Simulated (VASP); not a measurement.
# RbBr (CsCl type) (Pm-3m) in VASP: a series of runs

The runs below take RbBr (CsCl type) through single point, with r2SCAN, LDA.

Program: VASP 6.6.1. These are calculated values, not measurements. Logs are shortened: lines on timing, memory, paths and dates and some standing lists are left out, and cuts for length are marked.

### Step 1. The cell of the first run

The structure is cubic, space group Pm-3m (No. 221). Conventional cell: a = 3.038 Å, b = 3.038 Å, c = 3.038 Å, α = 90.00°, β = 90.00°, γ = 90.00°. Rb (site symmetry m-3m) has 8 Br at 2.63 Å and 6 Rb at 3.04 Å within 3.5 Å. Within 3.5 Å of Br (site symmetry m-3m) lie 8 Rb at 2.63 Å and 6 Br at 3.04 Å.

### Step 2. Single point, r2SCAN

Input file POSCAR:

```
RbBr
1.0
    3.0383662215      0.0000000000      0.0000000000
    0.0000000000      3.0383662215      0.0000000000
    0.0000000000      0.0000000000      3.0383662215
Rb Br
1 1
Direct
    0.0000000000      0.0000000000      0.0000000000
    0.5000000000      0.5000000000      0.5000000000
```

Input file INCAR.step1:

```
SYSTEM = RbBr
ALGO = Normal ; EDIFF = 1E-4
ENCUT = 520 ; GGA = PE
ISMEAR = -1 ; LASPH = .TRUE.
LCHARG = .FALSE. ; LREAL = .FALSE.
LWAVE = .TRUE. ; NBANDS = 15
NELM = 80 ; PREC = Accurate
SIGMA = 0.1
```

Input file INCAR.step2:

```
SYSTEM = RbBr
ALGO = Normal ; EDIFF = 1E-7
ENCUT = 520 ; ISIF = 2
ISMEAR = -1 ; ISTART = 1
LASPH = .TRUE. ; LCHARG = .FALSE.
LMIXTAU = .TRUE. ; LREAL = .FALSE.
LWAVE = .FALSE. ; METAGGA = R2SCAN
NBANDS = 15 ; NELM = 80
PREC = Accurate ; SIGMA = 0.1
```

Input file KPOINTS:

```
k-points
0
G
  12 12 12
  0 0 0
```

Potentials or basis: VASP PAW PBE potentials, release 64 (Rb_sv, Br).

Launch:

```bash
> cat potpaw_PBE.64/Rb_sv/POTCAR potpaw_PBE.64/Br/POTCAR > POTCAR
> cp INCAR.step1 INCAR
> mpirun -np 1 vasp_std > vasp.out
> cp INCAR.step2 INCAR
> mpirun -np 1 vasp_std > vasp.out
```

OUTCAR:

```text
SYSTEM = RbBr
   EDIFF = 1E-7
   ENCUT = 520
   ISIF = 2
   ISMEAR = -1
   ISTART = 1
   LASPH = .TRUE.
   LREAL = .FALSE.
   METAGGA = R2SCAN
   NELM = 80
   PREC = Accurate

 ion  position               nearest neighbor table
   1  0.000  0.000  0.000-   2 2.63   2 2.63   2 2.63   2 2.63   2 2.63   2 2.63   2 2.63   2 2.63

   2  0.500  0.500  0.500-   1 2.63   1 2.63   1 2.63   1 2.63   1 2.63   1 2.63   1 2.63   1 2.63

  LATTYP: Found a simple cubic cell.
 ALAT       =     3.0383662215

  Lattice vectors:

 A1 = (   3.0383662215,   0.0000000000,   0.0000000000)
 A2 = (   0.0000000000,   3.0383662215,   0.0000000000)
 A3 = (   0.0000000000,   0.0000000000,   3.0383662215)

Analysis of symmetry for initial positions (statically):
=====================================================================
 Subroutine PRICEL returns:
 Original cell was already a primitive cell.

 Routine SETGRP: Setting up the symmetry group for a
 simple cubic supercell.

 Subroutine GETGRP returns: Found 48 space group operations
 (whereof 48 operations were pure point group operations)
 out of a pool of 48 trial point group operations.

The static configuration has the point symmetry O_h .

Analysis of symmetry for dynamics (positions and initial velocities):
=====================================================================
 Subroutine PRICEL returns:
 Original cell was already a primitive cell.

 Routine SETGRP: Setting up the symmetry group for a
 simple cubic supercell.

 Subroutine GETGRP returns: Found 48 space group operations
 (whereof 48 operations were pure point group operations)
 out of a pool of 48 trial point group operations.

The dynamic configuration has the point symmetry O_h .

 Subroutine INISYM returns: Found 48 space group operations
 (whereof 48 operations are pure point group operations),
 and found     1 'primitive' translations

----------------------------------------------------------------------------------------

                                     Primitive cell

  volume of cell :      28.0492

  direct lattice vectors                    reciprocal lattice vectors
     3.038366222  0.000000000  0.000000000     0.329124249  0.000000000  0.000000000
     0.000000000  3.038366222  0.000000000     0.000000000  0.329124249  0.000000000
     0.000000000  0.000000000  3.038366222     0.000000000  0.000000000  0.329124249

  length of vectors
     3.038366222  3.038366222  3.038366222     0.329124249  0.329124249  0.329124249

  position of ions in fractional coordinates (direct lattice)
     0.000000000  0.000000000  0.000000000
     0.500000000  0.500000000  0.500000000

  ion indices of the primitive-cell ions
   primitive index   ion index
                 1           1
                 2           2

----------------------------------------------------------------------------------------

 KPOINTS: k-points

Automatic generation of k-mesh.
 Grid dimensions read from file:
 generate k-points for:   12   12   12

 Generating k-lattice:

  Cartesian coordinates                     Fractional coordinates (reciprocal lattice)
     0.027427021  0.000000000  0.000000000     0.083333333  0.000000000  0.000000000
     0.000000000  0.027427021  0.000000000     0.000000000  0.083333333  0.000000000
     0.000000000  0.000000000  0.027427021     0.000000000  0.000000000  0.083333333

  Length of vectors
     0.027427021  0.027427021  0.027427021

  Shift w.r.t. Gamma in fractional coordinates (k-lattice)
     0.000000000  0.000000000  0.000000000

 Subroutine IBZKPT returns following result:
 ===========================================

 Found     84 irreducible k-points:

 Following reciprocal coordinates:
            Coordinates               Weight
  0.000000  0.000000  0.000000      1.000000
  0.083333  0.000000  0.000000      6.000000
  0.166667  0.000000  0.000000      6.000000
  0.250000  0.000000  0.000000      6.000000
  0.333333  0.000000  0.000000      6.000000
  0.416667  0.000000  0.000000      6.000000
[... 16 lines left out ...]
  0.333333  0.333333  0.000000     12.000000
  0.416667  0.333333  0.000000     24.000000
 [... further k-points ...]
   k-points           NKPTS =     84   k-points in BZ     NKDIM =     84   number of bands    NBANDS=     15
   number of dos      NEDOS =    301   number of ions     NIONS =      2
   total plane-waves  NPLWV =  13824
   dimension x,y,z NGX =    24 NGY =   24 NGZ =   24
   dimension x,y,z NGXF=    48 NGYF=   48 NGZF=   48
   ions per type =               1   1
   NGX,Y,Z   is equivalent  to a cutoff of  13.13, 13.13, 13.13 a.u.
   NGXF,Y,Z  is equivalent  to a cutoff of  26.26, 26.26, 26.26 a.u.
 SYSTEM =  RbBr
   PREC   = accura    normal or accurate (medium, high low for compatibility)
   ISTART =      1    job   : 0-new  1-cont  2-samecut
   ICHARG =      0    charge: 1-file 2-atom 10-const
   ISPIN  =      1    spin polarized calculation?
   LNONCOLLINEAR =      F non collinear calculations
   LSORBIT =      F    spin-orbit coupling
   LASPH  =      T    aspherical Exc in radial PAW
   ENCUT  =  520.0 eV  38.22 Ry    6.18 a.u.   5.65  5.65  5.65*2*pi/ulx,y,z
   NELM   =     80;   NELMIN=  2; NELMDL=  0     # of ELM steps
   EDIFF  = 0.1E-06   stopping-criterion for ELM
   LREAL  =      F    real-space projection
   EDIFFG = 0.1E-05   stopping-criterion for IOM
   NSW    =      0    number of steps for IOM
   IBRION =     -1    ionic relax: 0-MD 1-quasi-New 2-CG
   NFREE  =      0    steps in history (QN), initial steepest desc. (CG)
   ISIF   =      2    stress and relaxation
   ISYM   =      2    0-nonsym 1-usesym 2-fastsym
   POTIM  = 0.5000    time-step for ionic-motion
   TEBEG  =    0.0;   TEEND  =   0.0 temperature during run
   PSTRESS=    0.0 pullay stress
   NELECT =      16.0000    total number of electrons
   NUPDOWN=      -1.0000    fix difference up-down
   EMIN   =  10.00;   EMAX   =-10.00  energy-range for DOS
   EFERMI =   0.00;   METHOD = LEGACY
   ISMEAR =    -1;   SIGMA  =   0.10  broadening in eV -4-tet -1-fermi 0-gaus
   EFERMI_NEDOS =   21; number of points for ismear=-14 and -15
   IALGO  =     38    algorithm
   IMIX   =      4    mixing-type and parameters
     AMIX     =   0.40;   BMIX     =  1.00
     AMIX_MAG =   1.60;   BMIX_MAG =  1.00
  volume/ion in A,a.u.               =      14.02        94.64
  Fermi-wavevector in a.u.,A,eV,Ry     =   1.357713  2.565706 25.080777  1.843385
  Thomas-Fermi vector in A             =   2.484608
   LORBIT       =      0    0 simple, 1 ext, 2 COOP (PROOUT), +10 PAW based schemes
   METAGGA = R2SCAN    functional components
   LHFCALC =     F    Hartree Fock is set to
   AEXX    =    0.0000 exact exchange contribution
   IVDW    =     0    specifies the selected vdW correction
   LEPSILON=     F    determine dielectric tensor
   LRPA    =     F    only Hartree local field effects (RPA)
 non-spin polarized calculation
  energy-cutoff  :      520.00
  volume of cell :       28.05
 maximum number of plane-waves:       772
 NGX is ok and might be reduce to    24
   NGX = 11   NGY = 11   NGZ = 11

 number of electron      16.0000000 magnetization

 Free energy of the ion-electron system (eV)
  ---------------------------------------------------
  ext. energy  EPLUGINS =         0.00000000
  ---------------------------------------------------
  free energy    TOTEN  =       -22.89462536 eV

  energy without entropy =      -22.89462003  energy(sigma->0) =      -22.89462270

 E-fermi :   8.8407     XC(G=0): -13.2116

 val. band max:        8.0578172147   @ k =   0.0000   0.0000   0.0000
 cond. band min:       9.5860428168   @ k =   0.0000   0.0000   0.0000
 fundamental gap:      1.5282256020
 Fermi energy:         8.8406550578

 k-point     1 :       0.0000    0.0000    0.0000
  band No.  band energies     occupation
      1     -20.6352      2.00000
      2      -8.4097      2.00000
      3      -2.9367      2.00000
      4      -2.9367      2.00000
      5      -2.9367      2.00000
      6       8.0578      1.99920
      7       8.0578      1.99920
      8       8.0578      1.99920
      9       9.5860      0.00116
     10       9.5860      0.00116
     11      19.4444      0.00000
     12      19.4444      0.00000
     13      19.4444      0.00000
     14      20.4857      0.00000
     15      24.1060      0.00000

 k-point     2 :       0.0833    0.0000    0.0000
  band No.  band energies     occupation
      1     -20.5829      2.00000
      2      -8.5879      2.00000
      3      -2.9042      2.00000
      4      -2.8797      2.00000
      5      -2.8797      2.00000
      6       7.4316      2.00000
      7       7.8903      1.99985
      8       7.8903      1.99985
      9       9.6955      0.00039
     10      10.3145      0.00000
     11      19.4434      0.00000
     12      19.4434      0.00000
     13      19.5426      0.00000
     14      20.8690      0.00000
     15      22.9228      0.00000

 k-point     3 :       0.1667    0.0000    0.0000
  band No.  band energies     occupation
      1     -20.4347      2.00000
      2      -9.0773      2.00000
      3      -2.7604      2.00000
      4      -2.7173      2.00000
      5      -2.7173      2.00000
      6       6.2378      2.00000
      7       7.4325      2.00000
      8       7.4325      2.00000
      9      10.0221      0.00001
     10      11.8895      0.00000
     11      19.5213      0.00000
     12      19.5213      0.00000
     13      19.8326      0.00000
     14      20.9084      0.00000
     15      21.6961      0.00000
[... 343 lines left out ...]
 k-point    23 :       0.3333    0.3333    0.0000
  band No.  band energies     occupation
      1     -19.4662      2.00000
      2      -9.6944      2.00000
      3      -5.6026      2.00000
      4      -3.0776      2.00000
      5      -1.7372      2.00000
      6       4.2297      2.00000
      7       6.3959      2.00000
      8       6.5110      2.00000
      9      13.6073      0.00000
     10      15.5100      0.00000
     11      15.6940      0.00000
     12      18.0138      0.00000
     13      19.5395      0.00000
     14      21.6497      0.00000
     15      24.6897      0.00000

 k-point    24 :       0.4167    0.3333    0.0000
  band No.  band energies     occupation
      1     -19.3246      2.00000
      2      -9.5853      2.00000
      3      -5.6560      2.00000
      4      -4.0398      2.00000
      5      -1.6084      2.00000
      6       4.8168      2.00000
      7       6.1443      2.00000
      8       6.5664      2.00000
      9      13.3682      0.00000
     10      15.3885      0.00000
     11      15.6164      0.00000
     12      16.7566      0.00000
     13      20.8164      0.00000
     14      22.5990      0.00000
     15      23.8782      0.00000

 [... further k-points ...]
[... 5 lines left out ...]
  --------------------------------------------------------------------------------------
  -------------------------------------------------------------------------------------
  Total       25.8738141     25.8738141     25.8738141      0.0000000     -0.0000000      0.0000000
  in kB     1477.9191529   1477.9191529   1477.9191529      0.0000000     -0.0000000      0.0000000
  external PRESSURE =    1477.9191529 kB  Pullay stress =       0.0000000 kB

 VOLUME and BASIS-vectors are now :
 -----------------------------------------------------------------------------
  energy-cutoff  :      520.00
  volume of cell :       28.05
      direct lattice vectors                 reciprocal lattice vectors
     3.038366222  0.000000000  0.000000000     0.329124249  0.000000000  0.000000000
     0.000000000  3.038366222  0.000000000     0.000000000  0.329124249  0.000000000
     0.000000000  0.000000000  3.038366222     0.000000000  0.000000000  0.329124249

 POSITION                                       TOTAL-FORCE (eV/Angst)
 -----------------------------------------------------------------------------------
      0.00000      0.00000      0.00000         0.000000      0.000000      0.000000
      1.51918      1.51918      1.51918         0.000000      0.000000      0.000000
 -----------------------------------------------------------------------------------
    total drift:                                0.000000      0.000000     -0.000000

  FREE ENERGIE OF THE ION-ELECTRON SYSTEM (eV)
  ---------------------------------------------------
  free  energy   TOTEN  =       -22.8946253618 eV

  energy  without entropy=      -22.8946200290  energy(sigma->0) =      -22.89462270
```

Wall time 39 s (1 thread of Intel Xeon 6975P-C (Granite Rapids), shared host); peak memory 0.17 GiB.

What came out:

```
Free energy            : -22.8946 eV
Pressure               : 147.8 GPa
Band gap on the k mesh : 1.53 eV, direct
```

Levels at points of the mesh, in eV from the valence-band top:
| k point | band 4 | band 5 | band 6 | band 7 | band 8 | band 9 | band 10 | band 11 | band 12 | band 13 |
| --- | --- | --- | --- | --- | --- | --- | --- | --- | --- | --- |
| (0.00, 0.00, 0.00) | -10.99 | -10.99 | 0.00 | 0.00 | 0.00 | 1.53 | 1.53 | 11.39 | 11.39 | 11.39 |
| (0.50, 0.00, 0.00) | -9.97 | -9.15 | -6.07 | -2.54 | -2.54 | 4.61 | 6.82 | 13.19 | 13.54 | 13.72 |
| (0.50, 0.50, 0.00) | -14.31 | -9.49 | -1.94 | -1.94 | -0.99 | 4.29 | 6.64 | 6.66 | 6.66 | 17.43 |
| (0.50, 0.50, 0.50) | -12.58 | -12.58 | -7.13 | -7.13 | -7.13 | 13.72 | 13.72 | 13.72 | 16.31 | 16.31 |

Caveat: the PAW data sets were made with another functional, which shifts forces and pressure a little. r2SCAN opens gaps a little over a GGA but as a rule still falls short of measured ones.

### Step 3. Single point, LDA (volume scaled by 0.76)

Input file INCAR:

```
PREC     = Accurate       # precision mode
ENCUT    = 520            # plane-wave cutoff, eV
EDIFF    = 1E-6           # SCF threshold, eV
ISMEAR   = -1             # smearing method
SIGMA    = 0.1            # smearing width, eV
LREAL    = F              # projectors in reciprocal space
LASPH    = T              # aspherical terms in the spheres
NELM     = 100            # most SCF steps
ALGO     = Normal         # electronic algorithm
ISIF     = 2              # what is computed and relaxed
LWAVE    = F              # write WAVECAR
LCHARG   = F              # write CHGCAR
GGA      = CA             # functional
NBANDS   = 15             # bands
```

Input file KPOINTS:

```
regular mesh
0
Gamma
  12 12 12
```

Input file POSCAR:

```
RbBr
1.0
    3.6183214386      0.0000000000      0.0000000000
    0.0000000000      3.6183214386      0.0000000000
    0.0000000000      0.0000000000      3.6183214386
Rb Br
1 1
Direct
    0.0000000000      0.0000000000      0.0000000000
    0.5000000000      0.5000000000      0.5000000000
```

Potentials or basis: VASP PAW LDA potentials, release 64 (Rb_sv, Br).

Launch:

```bash
> cat potpaw_LDA.64/Rb_sv/POTCAR potpaw_LDA.64/Br/POTCAR > POTCAR
> mpirun -np 1 vasp_std > vasp.out
```

It took 17 s on 1 thread of Intel Xeon 6975P-C (Granite Rapids), shared host; peak memory 0.18 GiB.

The run converged. Its results:

```yaml
Free_energy: -6.2560 eV
Pressure: 12.8 GPa
Band_gap_on_the_k_mesh: 4.45 eV, indirect (least direct gap 4.51 eV)
```

Levels at points of the mesh, in eV from the valence-band top:
| k point | band 6 | band 7 | band 8 | band 9 | band 10 | band 11 |
| --- | --- | --- | --- | --- | --- | --- |
| (0.00, 0.00, 0.00) | -0.06 | -0.06 | -0.06 | 4.45 | 4.45 | 5.66 |
| (0.50, 0.00, 0.00) | -3.07 | -0.55 | -0.55 | 6.34 | 8.30 | 9.10 |
| (0.50, 0.50, 0.00) | -1.40 | -1.40 | 0.00 | 4.95 | 6.25 | 7.82 |
| (0.50, 0.50, 0.50) | -2.73 | -2.73 | -2.73 | 9.65 | 9.65 | 9.65 |

 A k mesh can miss the band edges.

(Part 1 of 2 ends here.)
